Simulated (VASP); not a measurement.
# KPrBr4 (P4/mmm) in VASP: relaxation of cell and atoms with PBE

Aim: the relaxation of cell and atoms of KPrBr4 with PBE.

Program: VASP 6.6.1. These are calculated values, not measurements. Logs are shortened: lines on timing, memory, paths and dates and some standing lists are left out, and cuts for length are marked.

## (1) The cell of the first run

Symmetry: P4/mmm, No. 123, tetragonal system. The conventional cell has a = 5.149 Å, b = 5.149 Å, c = 7.883 Å, α = 90.00°, β = 90.00°, γ = 90.00°. K (site symmetry 4/mmm) has 8 Br at 3.38 Å within 4.4 Å. Pr (site symmetry 4/mmm) has 8 Br at 3.11 Å within 4.1 Å. Within 4.1 Å of Br (site symmetry 2mm) lie 2 Pr at 3.11 Å and 2 K at 3.38 Å and 5 Br at 3.49 to 3.64 Å.

## (2) Relaxation of cell and atoms, PBE

Input file INCAR:

```
SYSTEM = KPrBr4
  ALGO = Normal
  EDIFF = 1E-7
  EDIFFG = -0.001
  ENCUT = 500
  GGA = PE
  GGA_COMPAT = .False.
  IBRION = 2
  ISIF = 3
  ISMEAR = 0
  LASPH = .True.
  LCHARG = .False.
  LMAXMIX = 6
  LREAL = .False.
  LWAVE = .False.
  NELM = 200
  NELMIN = 4
  NSW = 80
  PREC = Accurate
  SIGMA = 0.01
```

Input file KPOINTS:

```
k-points
0
Gamma
  6 6 4
  0 0 0
```

Input file POSCAR:

```
KPrBr4
1.0
    5.1492759786      0.0000000000      0.0000000000
    0.0000000000      5.1492759786      0.0000000000
    0.0000000000      0.0000000000      7.8831836615
K Pr Br
1 1 4
Direct
    0.5000000000      0.5000000000      0.5000000000
    0.0000000000      0.0000000000      0.0000000000
    0.5000000000      0.0000000000      0.7783794135
    0.0000000000      0.5000000000      0.2216205865
    0.5000000000      0.0000000000      0.2216205865
    0.0000000000      0.5000000000      0.7783794135
```

Potentials or basis: VASP PAW PBE potentials, release 64 (K_sv, Pr_3, Br), 4f in core.

Started as:

```sh
$ cat potpaw_PBE.64/K_sv/POTCAR potpaw_PBE.64/Pr_3/POTCAR potpaw_PBE.64/Br/POTCAR > POTCAR
$ mpirun -np 1 vasp_std > vasp.out
```

OUTCAR:

```text
SYSTEM = KPrBr4
   EDIFF = 1E-7
   EDIFFG = -0.001
   ENCUT = 500
   GGA = PE
   IBRION = 2
   ISIF = 3
   ISMEAR = 0
   LASPH = .True.
   LREAL = .False.
   NELM = 200
   NELMIN = 4
   NSW = 80
   PREC = Accurate

 ion  position               nearest neighbor table
   1  0.500  0.500  0.500-
   2  0.000  0.000  0.000-   3 3.11   4 3.11   5 3.11   6 3.11   4 3.11   6 3.11   3 3.11   5 3.11

   3  0.500  0.000  0.778-   2 3.11   2 3.11
   4  0.000  0.500  0.222-   2 3.11   2 3.11
   5  0.500  0.000  0.222-   2 3.11   2 3.11
   6  0.000  0.500  0.778-   2 3.11   2 3.11

  LATTYP: Found a simple tetragonal cell.
 ALAT       =     5.1492759786
 C/A-ratio  =     1.5309305025

  Lattice vectors:

 A1 = (   5.1492759786,   0.0000000000,   0.0000000000)
 A2 = (   0.0000000000,   5.1492759786,   0.0000000000)
 A3 = (   0.0000000000,   0.0000000000,   7.8831836615)

Analysis of symmetry for initial positions (statically):
=====================================================================
 Subroutine PRICEL returns:
 Original cell was already a primitive cell.

 Routine SETGRP: Setting up the symmetry group for a
 simple tetragonal supercell.

 Subroutine GETGRP returns: Found 16 space group operations
 (whereof 16 operations were pure point group operations)
 out of a pool of 16 trial point group operations.

The static configuration has the point symmetry D_4h.

Analysis of symmetry for dynamics (positions and initial velocities):
=====================================================================
 Subroutine PRICEL returns:
 Original cell was already a primitive cell.

 Routine SETGRP: Setting up the symmetry group for a
 simple tetragonal supercell.

 Subroutine GETGRP returns: Found 16 space group operations
 (whereof 16 operations were pure point group operations)
 out of a pool of 16 trial point group operations.

The dynamic configuration has the point symmetry D_4h.

 Subroutine INISYM returns: Found 16 space group operations
 (whereof 16 operations are pure point group operations),
 and found     1 'primitive' translations

----------------------------------------------------------------------------------------

                                     Primitive cell

  volume of cell :     209.0230

  direct lattice vectors                    reciprocal lattice vectors
     5.149275979  0.000000000  0.000000000     0.194202060  0.000000000  0.000000000
     0.000000000  5.149275979  0.000000000     0.000000000  0.194202060  0.000000000
     0.000000000  0.000000000  7.883183662     0.000000000  0.000000000  0.126852303

  length of vectors
     5.149275979  5.149275979  7.883183662     0.194202060  0.194202060  0.126852303

  position of ions in fractional coordinates (direct lattice)
     0.500000000  0.500000000  0.500000000
     0.000000000  0.000000000  0.000000000
     0.500000000  0.000000000  0.778379413
     0.000000000  0.500000000  0.221620587
     0.500000000  0.000000000  0.221620587
     0.000000000  0.500000000  0.778379413

  ion indices of the primitive-cell ions
   primitive index   ion index
                 1           1
                 2           2
                 3           3
                 4           4
                 5           5
                 6           6

----------------------------------------------------------------------------------------

 KPOINTS: k-points

Automatic generation of k-mesh.
 Grid dimensions read from file:
 generate k-points for:    6    6    4

 Generating k-lattice:

  Cartesian coordinates                     Fractional coordinates (reciprocal lattice)
     0.032367010  0.000000000  0.000000000     0.166666667  0.000000000  0.000000000
     0.000000000  0.032367010  0.000000000     0.000000000  0.166666667  0.000000000
     0.000000000  0.000000000  0.031713076     0.000000000  0.000000000  0.250000000

  Length of vectors
     0.032367010  0.032367010  0.031713076

  Shift w.r.t. Gamma in fractional coordinates (k-lattice)
     0.000000000  0.000000000  0.000000000

 Subroutine IBZKPT returns following result:
 ===========================================

 Found     30 irreducible k-points:

 Following reciprocal coordinates:
            Coordinates               Weight
  0.000000  0.000000  0.000000      1.000000
  0.166667  0.000000  0.000000      4.000000
  0.333333  0.000000  0.000000      4.000000
  0.500000  0.000000  0.000000      2.000000
  0.166667  0.166667  0.000000      4.000000
  0.333333  0.166667  0.000000      8.000000
[... 16 lines left out ...]
  0.333333  0.000000  0.500000      4.000000
  0.500000  0.000000  0.500000      2.000000
 [... further k-points ...]
   k-points           NKPTS =     30   k-points in BZ     NKDIM =     30   number of bands    NBANDS=     28
   number of dos      NEDOS =    301   number of ions     NIONS =      6
   total plane-waves  NPLWV =  96000
   dimension x,y,z NGX =    40 NGY =   40 NGZ =   60
   dimension x,y,z NGXF=    80 NGYF=   80 NGZF=  120
   ions per type =               1   1   4
   NGX,Y,Z   is equivalent  to a cutoff of  12.91, 12.91, 12.65 a.u.
   NGXF,Y,Z  is equivalent  to a cutoff of  25.83, 25.83, 25.31 a.u.
 SYSTEM =  KPrBr4
   PREC   = accura    normal or accurate (medium, high low for compatibility)
   ISTART =      0    job   : 0-new  1-cont  2-samecut
   ICHARG =      2    charge: 1-file 2-atom 10-const
   ISPIN  =      1    spin polarized calculation?
   LNONCOLLINEAR =      F non collinear calculations
   LSORBIT =      F    spin-orbit coupling
   LASPH  =      T    aspherical Exc in radial PAW
   ENCUT  =  500.0 eV  36.75 Ry    6.06 a.u.   9.39  9.39 14.37*2*pi/ulx,y,z
   NELM   =    200;   NELMIN=  4; NELMDL= -5     # of ELM steps
   EDIFF  = 0.1E-06   stopping-criterion for ELM
   LREAL  =      F    real-space projection
   EDIFFG = -.1E-02   stopping-criterion for IOM
   NSW    =     80    number of steps for IOM
   IBRION =      2    ionic relax: 0-MD 1-quasi-New 2-CG
   NFREE  =      1    steps in history (QN), initial steepest desc. (CG)
   ISIF   =      3    stress and relaxation
   ISYM   =      2    0-nonsym 1-usesym 2-fastsym
   POTIM  = 0.5000    time-step for ionic-motion
   TEBEG  =    0.0;   TEEND  =   0.0 temperature during run
   PSTRESS=    0.0 pullay stress
   NELECT =      48.0000    total number of electrons
   NUPDOWN=      -1.0000    fix difference up-down
   EMIN   =  10.00;   EMAX   =-10.00  energy-range for DOS
   EFERMI =   0.00;   METHOD = LEGACY
   ISMEAR =     0;   SIGMA  =   0.01  broadening in eV -4-tet -1-fermi 0-gaus
   EFERMI_NEDOS =   21; number of points for ismear=-14 and -15
   IALGO  =     38    algorithm
   IMIX   =      4    mixing-type and parameters
     AMIX     =   0.40;   BMIX     =  1.00
     AMIX_MAG =   1.60;   BMIX_MAG =  1.00
  volume/ion in A,a.u.               =      34.84       235.09
  Fermi-wavevector in a.u.,A,eV,Ry     =   1.002514  1.894477 13.674331  1.005035
  Thomas-Fermi vector in A             =   2.135006
   LORBIT       =      0    0 simple, 1 ext, 2 COOP (PROOUT), +10 PAW based schemes
   GGA     = PE    functional components
   LHFCALC =     F    Hartree Fock is set to
   AEXX    =    0.0000 exact exchange contribution
   IVDW    =     0    specifies the selected vdW correction
   LEPSILON=     F    determine dielectric tensor
   LRPA    =     F    only Hartree local field effects (RPA)
 conjugate gradient relaxation of ions
 non-spin polarized calculation
 Gauss-broadening in eV      SIGMA  =   0.01
  energy-cutoff  :      500.00
  volume of cell :      209.02
 maximum number of plane-waves:      5328
 NGX is ok and might be reduce to    40
   NGX = 19   NGY = 19   NGZ = 29

--------------------------------------- Ionic step        1  -------------------------------------------

 number of electron      48.0000011 magnetization

 Free energy of the ion-electron system (eV)
  ---------------------------------------------------
  ext. energy  EPLUGINS =         0.00000000
  ---------------------------------------------------
  free energy    TOTEN  =       -23.28499176 eV

  energy without entropy =      -23.28499176  energy(sigma->0) =      -23.28499176

------------------------ aborting loop because EDIFF is reached ----------------------------------------

  FORCE on cell =-STRESS in cart. coord.  units (eV):
  Direction    XX          YY          ZZ          XY          YZ          ZX
  --------------------------------------------------------------------------------------
  -------------------------------------------------------------------------------------
  Total       -0.0723392     -0.0723392     -0.0144989      0.0000000      0.0000000      0.0000000
  in kB       -0.5544856     -0.5544856     -0.1111352      0.0000000      0.0000000      0.0000000
  external PRESSURE =      -0.4067021 kB  Pullay stress =       0.0000000 kB
[... 265 lines left out ...]
  energy  without entropy=      -23.2851083146  energy(sigma->0) =      -23.28510831

--------------------------------------- Ionic step        8  -------------------------------------------

 number of electron      48.0000012 magnetization

 Free energy of the ion-electron system (eV)
  ---------------------------------------------------
  ext. energy  EPLUGINS =         0.00000000
  ---------------------------------------------------
  free energy    TOTEN  =       -23.28511020 eV

  energy without entropy =      -23.28511020  energy(sigma->0) =      -23.28511020

 E-fermi :   0.2807     XC(G=0):  -7.8553

 val. band max:        0.1862765092   @ k =   0.5000   0.5000   0.0000
 cond. band min:       2.8450982560   @ k =   0.0000   0.0000   0.0000
 fundamental gap:      2.6588217468
 Fermi energy:         0.2806546898

 k-point     1 :       0.0000    0.0000    0.0000
  band No.  band energies     occupation
      1     -36.1931      2.00000
      2     -28.5009      2.00000
      3     -18.1399      2.00000
      4     -18.0260      2.00000
      5     -18.0260      2.00000
      6     -13.7641      2.00000
[... 733 lines left out ...]
     27       4.1108      0.00000
     28       4.9447      0.00000

 [... further k-points ...]

------------------------ aborting loop because EDIFF is reached ----------------------------------------

  FORCE on cell =-STRESS in cart. coord.  units (eV):
  Direction    XX          YY          ZZ          XY          YZ          ZX
  --------------------------------------------------------------------------------------
  -------------------------------------------------------------------------------------
  Total        0.0017053      0.0017053      0.0003854      0.0000000      0.0000000      0.0000000
  in kB        0.0130736      0.0130736      0.0029549      0.0000000      0.0000000      0.0000000
  external PRESSURE =       0.0097007 kB  Pullay stress =       0.0000000 kB
[... 21 lines left out ...]
  FREE ENERGIE OF THE ION-ELECTRON SYSTEM (eV)
  ---------------------------------------------------
  free  energy   TOTEN  =       -23.2851102011 eV

  energy  without entropy=      -23.2851102011  energy(sigma->0) =      -23.28511020

 reached required accuracy - stopping structural energy minimisation
```

Wall time 6.5 min (1 thread of AMD EPYC 9R45 (Zen 5), shared host); peak memory 0.39 GiB.

What came out:

```
Free energy                           : -23.2851 eV
Relaxed volume                        : 34.83 Å³/atom
Relaxed cell                          : a = 5.145 Å, b = 5.145 Å, c = 7.894 Å, α = 90.00°, β = 90.00°, γ = 90.00°
Space group after relaxing (to 0.1 Å) : P4/mmm (No. 123)
Energy gained by relaxing             : 0.0 meV/atom
Ionic steps                           : 8
Pressure after relaxing               : 0.0 GPa
Band gap on the k mesh                : 2.66 eV (least direct gap 2.93 eV)
```

The path:
| step | energy change (eV) | largest force (eV/Å) | pressure (GPa) | volume (Å³) |
| --- | --- | --- | --- | --- |
| 1 | 0.0000 | 0.0108 | -0.04 | 209.02 |
| 2 | -0.0001 | 0.0057 | 0.00 | 208.76 |
| 3 | -0.0001 | 0.0048 | 0.01 | 208.71 |
| 4 | -0.0001 | 0.0050 | 0.01 | 208.75 |
| 5 | -0.0001 | 0.0055 | 0.00 | 208.87 |
| 6 | -0.0001 | 0.0056 | 0.00 | 208.90 |
| 7 | -0.0001 | 0.0019 | 0.00 | 208.96 |
| 8 | -0.0001 | 0.0001 | 0.00 | 208.98 |

Final structure:
```xyz
6
Lattice="5.1451 0.0000 0.0000 0.0000 5.1451 0.0000 0.0000 0.0000 7.8944" Properties=species:S:1:pos:R:3 pbc="T T T"
K     2.5726    2.5726    3.9472
Pr    0.0000    0.0000    7.8944
Br    2.5726    5.1451    6.1482
Br    5.1451    2.5726    1.7462
Br    2.5726    0.0000    1.7462
Br    0.0000    2.5726    6.1482
```

Levels at points of the mesh, in eV from the valence-band top:
| k point | band 22 | band 23 | band 24 | band 25 | band 26 | band 27 |
| --- | --- | --- | --- | --- | --- | --- |
| (0.00, 0.00, 0.00) | -0.67 | -0.67 | -0.54 | 2.66 | 2.86 | 3.97 |
| (0.50, 0.00, 0.00) | -1.37 | -1.03 | -0.83 | 2.77 | 3.41 | 4.05 |
| (0.50, 0.50, 0.00) | -0.60 | -0.24 | 0.00 | 2.93 | 3.12 | 3.73 |
| (0.00, 0.00, 0.50) | -0.69 | -0.63 | -0.63 | 2.74 | 2.87 | 4.96 |
| (0.50, 0.00, 0.50) | -1.54 | -1.30 | -1.16 | 2.83 | 3.39 | 3.92 |
| (0.50, 0.50, 0.50) | -0.62 | -0.19 | -0.06 | 3.02 | 3.32 | 3.64 |

Caveat: spin-orbit coupling is left out, which moves the levels of the heavy elements; the 4f electrons are frozen in the core, so they carry no moment and show no levels.
